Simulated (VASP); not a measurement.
# SrO (P6_3/mmc) in VASP: further runs, part 2 of 2

VASP 6.6.1. The steps go on from the part before.

## (3) Single point, PBEsol

This run uses another cell than the first one, of 19.85 Å³/atom.

Contents of INCAR:

```
SYSTEM = SrO
  PREC = Accurate
  ENCUT = 520
  EDIFF = 1E-7
  ISMEAR = -1
  SIGMA = 0.02
  LREAL = .False.
  LASPH = .True.
  NELM = 100
  ALGO = Normal
  ISIF = 2
  LWAVE = .False.
  LCHARG = .False.
  GGA = PS
  NBANDS = 24
```

Contents of KPOINTS:

```
Automatic mesh
0
Gamma
  6 6 4
  0 0 0
```

Contents of POSCAR:

```
SrO
1.0
    4.2356187240      0.0000000000      0.0000000000
   -2.1178093620      3.6681534157      0.0000000000
    0.0000000000      0.0000000000      5.1095823901
Sr O
2 2
Direct
    0.3333333333      0.6666666667      0.9375000000
    0.6666666667      0.3333333333      0.4375000000
    0.3333333333      0.6666666667      0.4375000000
    0.6666666667      0.3333333333      0.9375000000
```

Potentials or basis: VASP PAW PBE potentials, release 64 (Sr_sv, O).

On the command line:

```console
cat potpaw_PBE.64/Sr_sv/POTCAR potpaw_PBE.64/O/POTCAR > POTCAR
mpirun -np 1 vasp_std > vasp.out
```

OUTCAR:

```text
SYSTEM = SrO
   PREC = Accurate
   ENCUT = 520
   EDIFF = 1E-7
   ISMEAR = -1
   LREAL = .False.
   LASPH = .True.
   NELM = 100
   ISIF = 2
   GGA = PS

 ion  position               nearest neighbor table
   1  0.333  0.667  0.938-   4 2.45   4 2.45   4 2.45   3 2.55   3 2.55   2 3.54   2 3.54   2 3.54
                             2 3.54   2 3.54   2 3.54
   2  0.667  0.333  0.438-   3 2.45   3 2.45   3 2.45   4 2.55   4 2.55   1 3.54   1 3.54   1 3.54
                             1 3.54   1 3.54   1 3.54
   3  0.333  0.667  0.438-   2 2.45   2 2.45   2 2.45   1 2.55   1 2.55
   4  0.667  0.333  0.938-   1 2.45   1 2.45   1 2.45   2 2.55   2 2.55

  LATTYP: Found a hexagonal cell.
 ALAT       =     4.2356187240
 C/A-ratio  =     1.2063367180

  Lattice vectors:

 A1 = (   4.2356187240,   0.0000000000,   0.0000000000)
 A2 = (  -2.1178093620,   3.6681534157,   0.0000000000)
 A3 = (   0.0000000000,   0.0000000000,   5.1095823901)

Analysis of symmetry for initial positions (statically):
=====================================================================
 Subroutine PRICEL returns:
 Original cell was already a primitive cell.

[... 171 lines left out ...]
 E-fermi :   1.1207     XC(G=0):  -9.2972

 val. band max:        0.7042332588   @ k =   0.0000   0.0000   0.0000
 cond. band min:       3.2920197038   @ k =   0.0000   0.0000   0.0000
 fundamental gap:      2.5877864450
 Fermi energy:         1.1207194669

 k-point     1 :       0.0000    0.0000    0.0000
  band No.  band energies     occupation
      1     -31.4763      2.00000
      2     -31.2859      2.00000
      3     -14.2760      2.00000
      4     -14.2633      2.00000
      5     -14.1021      2.00000
      6     -13.6556      2.00000
[... 556 lines left out ...]
     23      10.1290      0.00000
     24      10.1290      0.00000

------------------------ aborting loop because EDIFF is reached ----------------------------------------

  FORCE on cell =-STRESS in cart. coord.  units (eV):
  Direction    XX          YY          ZZ          XY          YZ          ZX
  --------------------------------------------------------------------------------------
  -------------------------------------------------------------------------------------
  Total        0.2693161      0.2693161      0.2774836      0.0000000      0.0000000      0.0000000
  in kB        5.4352943      5.4352943      5.6001308      0.0000000      0.0000000      0.0000000
  external PRESSURE =       5.4902398 kB  Pullay stress =       0.0000000 kB

 VOLUME and BASIS-vectors are now :
 -----------------------------------------------------------------------------
  energy-cutoff  :      520.00
  volume of cell :       79.39
      direct lattice vectors                 reciprocal lattice vectors
     4.235618724  0.000000000  0.000000000     0.236093016  0.136308366  0.000000000
    -2.117809362  3.668153416  0.000000000     0.000000000  0.272616733  0.000000000
     0.000000000  0.000000000  5.109582390     0.000000000  0.000000000  0.195710711

 POSITION                                       TOTAL-FORCE (eV/Angst)
 -----------------------------------------------------------------------------------
     -0.00000      2.44544      4.79023         0.000000     -0.000000      0.000000
      2.11781      1.22272      2.23544         0.000000      0.000000     -0.000000
     -0.00000      2.44544      2.23544        -0.000000      0.000000      0.000000
      2.11781      1.22272      4.79023        -0.000000      0.000000      0.000000
 -----------------------------------------------------------------------------------
    total drift:                               -0.000000      0.000000      0.000000

  FREE ENERGIE OF THE ION-ELECTRON SYSTEM (eV)
  ---------------------------------------------------
  free  energy   TOTEN  =       -24.9806789564 eV

  energy  without entropy=      -24.9806789564  energy(sigma->0) =      -24.98067896
```

Wall time 2.1 min (1 thread of Intel Xeon 8259CL, shared host); peak memory 0.2 GiB.

What came out:

```
Free energy            : -24.9807 eV
Pressure               : 0.5 GPa
Band gap on the k mesh : 2.59 eV
```

Caveat: the PAW data sets were made with another functional, which shifts forces and pressure a little.

## (4) Single point, PBE

This run uses another cell than the first one, of 20.65 Å³/atom.

Contents of INCAR:

```
ALGO     = Normal         # electronic algorithm
EDIFF    = 1E-6           # SCF threshold, eV
ENCUT    = 520            # plane-wave cutoff, eV
GGA      = PE             # functional
ISIF     = 2              # what is computed and relaxed
ISMEAR   = -1             # smearing method
LASPH    = T              # aspherical terms in the spheres
LCHARG   = T              # write CHGCAR
LELF     = T              # ELF
LREAL    = F              # projectors in reciprocal space
LVHAR    = T            
LWAVE    = F              # write WAVECAR
NBANDS   = 24             # bands
NELM     = 60             # most SCF steps
PREC     = Accurate       # precision mode
SIGMA    = 0.02           # smearing width, eV
```

Contents of KPOINTS:

```
k-points
0
Gamma
  6 6 4
```

Contents of POSCAR:

```
SrO
1.0
    4.2895703072      0.0000000000      0.0000000000
   -2.1447851536      3.7148768573      0.0000000000
    0.0000000000      0.0000000000      5.1831991123
Sr O
2 2
Direct
    0.3333333333      0.6666666667      0.9375089398
    0.6666666667      0.3333333333      0.4375089398
    0.3333333333      0.6666666667      0.4374910602
    0.6666666667      0.3333333333      0.9374910602
```

On the command line:

```console
cat potpaw_PBE.64/Sr_sv/POTCAR potpaw_PBE.64/O/POTCAR > POTCAR
mpirun -np 1 vasp_std > vasp.out
```

Run time: 2.1 min. Hardware: 1 thread of Intel Xeon 8259CL, shared host; peak memory 0.21 GiB.

Results (log left out):

* Free energy: -23.9048 eV
* Pressure: 0.5 GPa
* Band gap on the k mesh: 2.60 eV

Levels at points of the mesh, in eV from the valence-band top:
| k point | band 12 | band 13 | band 14 | band 15 | band 16 | band 17 | band 18 | band 19 | band 20 | band 21 |
| --- | --- | --- | --- | --- | --- | --- | --- | --- | --- | --- |
| (0.00, 0.00, 0.00) | -1.03 | -0.88 | -0.88 | -0.36 | 0.00 | 2.60 | 6.09 | 6.09 | 7.04 | 7.96 |
| (0.50, 0.00, 0.00) | -0.84 | -0.37 | -0.37 | -0.34 | -0.26 | 4.28 | 4.81 | 5.05 | 7.04 | 7.96 |
| (0.00, 0.00, 0.50) | -1.23 | -1.07 | -1.07 | -1.07 | -1.07 | 4.29 | 4.29 | 7.78 | 7.78 | 7.78 |
| (0.50, 0.00, 0.50) | -1.61 | -0.88 | -0.88 | -0.43 | -0.43 | 4.90 | 4.90 | 7.32 | 7.32 | 8.04 |

## (5) Overview

| level | potentials or basis | cell | gap on the mesh (eV) | pressure (GPa) |
| --- | --- | --- | --- | --- |
| LDA | VASP PAW LDA potentials, release 64 (Sr_sv, O) | a = 4.189, b = 4.189, c = 5.050 Å, angles 90.0, 90.0, 120.0°, 4 atoms | 2.62 | 0.7 |
| PBEsol | VASP PAW PBE potentials, release 64 (Sr_sv, O) | a = 4.236, b = 4.236, c = 5.110 Å, angles 90.0, 90.0, 120.0°, 4 atoms | 2.59 | 0.5 |
| PBE | VASP PAW PBE potentials, release 64 (Sr_sv, O) | a = 4.290, b = 4.290, c = 5.183 Å, angles 90.0, 90.0, 120.0°, 4 atoms | 2.60 | 0.5 |

Alike in all rows: task single point; no spin polarisation; k mesh 6 × 6 × 4; cutoff (eV) 520; smearing fermi-dirac 0.02 eV.

Caveats: the PAW data sets were made with another functional, which shifts forces and pressure a little (at least some runs).

Absolute energies hang on the potentials; compare differences alone.
